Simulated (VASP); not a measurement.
# Ta (Im-3m) in VASP: further runs, part 2 of 2

VASP 6.6.1. The steps go on from the part before.

## 3. Single point, PBE

INCAR reads:

```
PREC     = Accurate       # precision mode
ENCUT    = 520            # plane-wave cutoff, eV
EDIFF    = 1E-6           # SCF threshold, eV
ISMEAR   = 0              # smearing method
SIGMA    = 0.1            # smearing width, eV
LREAL    = F              # projectors in reciprocal space
LASPH    = T              # aspherical terms in the spheres
NELM     = 80             # most SCF steps
ALGO     = Normal         # electronic algorithm
ISIF     = 2              # what is computed and relaxed
LWAVE    = F              # write WAVECAR
LCHARG   = T              # write CHGCAR
GGA      = PE             # functional
LELF     = T              # ELF
LVHAR    = T            
NBANDS   = 12             # bands
```

KPOINTS reads:

```
regular mesh
0
Gamma
  18 18 18
```

POSCAR reads:

```
Ta
1.0
   -1.6594835669      1.6594835669      1.6594835669
    1.6594835669     -1.6594835669      1.6594835669
    1.6594835669      1.6594835669     -1.6594835669
Ta
1
Direct
    0.0000000000      0.0000000000      0.0000000000
```

Potentials or basis: VASP PAW PBE potentials, release 64 (Ta_pv).

On the command line:

```sh
> cat potpaw_PBE.64/Ta_pv/POTCAR > POTCAR
> mpirun -np 1 vasp_std > vasp.out
```

OUTCAR:

```text
PREC = Accurate
   ENCUT = 520
   EDIFF = 1E-6
   ISMEAR = 0
   LREAL = F
   LASPH = T
   NELM = 80
   ISIF = 2
   GGA = PE

 ion  position               nearest neighbor table
   1  0.000  0.000  0.000-

  LATTYP: Found a body centered cubic cell.
 ALAT       =     3.3189671338

  Lattice vectors:

 A1 = (  -1.6594835669,   1.6594835669,   1.6594835669)
 A2 = (   1.6594835669,  -1.6594835669,   1.6594835669)
 A3 = (   1.6594835669,   1.6594835669,  -1.6594835669)

Analysis of symmetry for initial positions (statically):
[... 529 lines left out ...]
      4       1.4389      2.00000
      5       3.9847      2.00000
      6       5.9832      0.00000
      7       9.0686      0.00000
      8      10.3356      0.00000
      9      13.1217      0.00000
     10      16.6490      0.00000
     11      18.2628      0.00000
     12      20.0225      0.00000

 [... further k-points ...]
[... 5 lines left out ...]
  --------------------------------------------------------------------------------------
  -------------------------------------------------------------------------------------
  Total        0.0074321      0.0074321      0.0074321     -0.0000000      0.0000000     -0.0000000
  in kB        0.6513913      0.6513913      0.6513913     -0.0000000      0.0000000     -0.0000000
  external PRESSURE =       0.6513913 kB  Pullay stress =       0.0000000 kB

 VOLUME and BASIS-vectors are now :
 -----------------------------------------------------------------------------
  energy-cutoff  :      520.00
  volume of cell :       18.28
      direct lattice vectors                 reciprocal lattice vectors
    -1.659483567  1.659483567  1.659483567     0.000000000  0.301298555  0.301298555
     1.659483567 -1.659483567  1.659483567     0.301298555  0.000000000  0.301298555
     1.659483567  1.659483567 -1.659483567     0.301298555  0.301298555  0.000000000

 POSITION                                       TOTAL-FORCE (eV/Angst)
 -----------------------------------------------------------------------------------
      0.00000      0.00000      0.00000         0.000000      0.000000      0.000000
 -----------------------------------------------------------------------------------
    total drift:                               -0.000000      0.000000      0.000000

  FREE ENERGIE OF THE ION-ELECTRON SYSTEM (eV)
  ---------------------------------------------------
  free  energy   TOTEN  =       -11.8163219122 eV

  energy  without entropy=      -11.8102348584  energy(sigma->0) =      -11.81327839
```

OSZICAR:

```text
N       E                     dE             d eps       ncg     rms          rms(c)
DAV:   1     0.596990643777E+02    0.59699E+02   -0.60879E+03  4712   0.867E+02
DAV:   2    -0.112802108368E+02   -0.70979E+02   -0.69054E+02  5236   0.242E+02
DAV:   3    -0.122862332192E+02   -0.10060E+01   -0.99366E+00  5580   0.272E+01
DAV:   4    -0.122888847885E+02   -0.26516E-02   -0.26510E-02  5256   0.155E+00
DAV:   5    -0.122888937940E+02   -0.90055E-05   -0.90052E-05  5548   0.860E-02    0.131E+01
DAV:   6    -0.119243484283E+02    0.36455E+00   -0.29477E-01  5488   0.587E+00    0.635E+00
DAV:   7    -0.118170978377E+02    0.10725E+00   -0.25802E-01  5412   0.509E+00    0.387E-01
DAV:   8    -0.118163518619E+02    0.74598E-03   -0.81775E-03  5156   0.728E-01    0.128E-01
DAV:   9    -0.118163291649E+02    0.22697E-04   -0.12849E-04  5476   0.120E-01    0.266E-02
DAV:  10    -0.118163218573E+02    0.73076E-05   -0.38886E-06  5248   0.214E-02    0.289E-03
DAV:  11    -0.118163219122E+02   -0.54900E-07   -0.20162E-07  2988   0.503E-03
   1 F= -.11816322E+02 E0= -.11813278E+02  d E =-.608705E-02
```

stdout:

```text
POSCAR found type information on POSCAR Ta
 POSCAR found :  1 types and       1 ions
 scaLAPACK will be used
 LDA part: xc-table for (Slater+PW92), standard interpolation
 POSCAR, INCAR and KPOINTS ok, starting setup
 FFT: planning ... GRIDC
 FFT: planning ... GRID_SOFT
 FFT: planning ... GRID
 WAVECAR not read
 entering main loop
```

It took 21 s on 1 thread of Intel Xeon Platinum 8259CL at 2.50GHz (Skylake/Cascade Lake), shared host; peak memory 0.17 GiB.

Results:

| Quantity | Value |
| --- | --- |
| Free energy | -11.8163 eV |
| Pressure | 0.1 GPa |

Caveat: spin-orbit coupling is left out, which moves the levels of the heavy elements.

## 4. Relaxation of cell and atoms, PBE

This run uses another cell than the first one, of 18.01 Å³/atom, 0.985 times its volume.

INCAR reads:

```
PREC     = Accurate       # precision mode
ENCUT    = 600            # plane-wave cutoff, eV
EDIFF    = 1E-6           # SCF threshold, eV
ISMEAR   = 0              # smearing method
SIGMA    = 0.1            # smearing width, eV
LREAL    = F              # projectors in reciprocal space
LASPH    = T              # aspherical terms in the spheres
NELM     = 100            # most SCF steps
ALGO     = Normal         # electronic algorithm
ISIF     = 3              # what is computed and relaxed
LWAVE    = F              # write WAVECAR
LCHARG   = F              # write CHGCAR
GGA      = PE             # functional
IBRION   = 2              # ionic algorithm
NSW      = 100            # ionic steps
EDIFFG   = -0.005         # ionic threshold
```

KPOINTS reads:

```
Automatic mesh
0
Gamma
  18 18 18
```

POSCAR reads:

```
Ta
1.0
   -1.6512800000      1.6512800000      1.6512800000
    1.6512800000     -1.6512800000      1.6512800000
    1.6512800000      1.6512800000     -1.6512800000
Ta
1
Direct
    0.0000000000      0.0000000000      0.0000000000
```

On the command line:

```sh
> cat potpaw_PBE.64/Ta_pv/POTCAR > POTCAR
> mpirun -np 1 vasp_std > vasp.out
```

Run time: 41 s. Hardware: 1 thread of Intel Xeon Platinum 8259CL at 2.50GHz (Skylake/Cascade Lake), shared host; peak memory 0.18 GiB.

Results (log left out):

```
Free energy                            : -11.8165 eV
Relaxed volume                         : 18.29 Å³/atom
Relaxed cell                           : a = 2.875 Å, b = 2.875 Å, c = 2.875 Å, α = 109.47°, β = 109.47°, γ = 109.47°
Space group after relaxing (to 0.05 Å) : Im-3m (No. 229)
Energy gained by relaxing              : 2.6 meV/atom
Ionic steps                            : 3
Pressure after relaxing                : 0.0 GPa
```

Step by step:
| step | energy change (eV) | largest force (eV/Å) | pressure (GPa) | volume (Å³) |
| --- | --- | --- | --- | --- |
| 1 | 0.0000 | 0.0000 | 3.08 | 18.01 |
| 2 | 0.0103 | 0.0000 | -6.30 | 18.93 |
| 3 | -0.0026 | 0.0000 | -0.02 | 18.29 |

Final structure:
```
Ta
1.0
    -1.65982    1.65982    1.65982
     1.65982   -1.65982    1.65982
     1.65982    1.65982   -1.65982
Ta
1
Direct
  0.00000 0.00000 0.00000
```

Levels at points of the mesh, in eV from the Fermi level:
| k point | band 2 | band 3 | band 4 | band 5 | band 6 | band 7 | band 8 | band 9 |
| --- | --- | --- | --- | --- | --- | --- | --- | --- |
| (0.00, 0.00, 0.00) | -33.14 | -33.14 | -7.87 | 0.72 | 0.72 | 0.72 | 3.94 | 3.94 |
| (0.50, 0.00, 0.00) | -33.50 | -33.15 | -4.32 | -1.51 | 1.51 | 3.82 | 4.82 | 7.64 |
| (0.50, 0.50, 0.50) | -33.92 | -33.92 | -3.72 | -3.72 | 6.70 | 6.70 | 6.70 | 8.51 |

Caveat: spin-orbit coupling is left out, which moves the levels of the heavy elements.
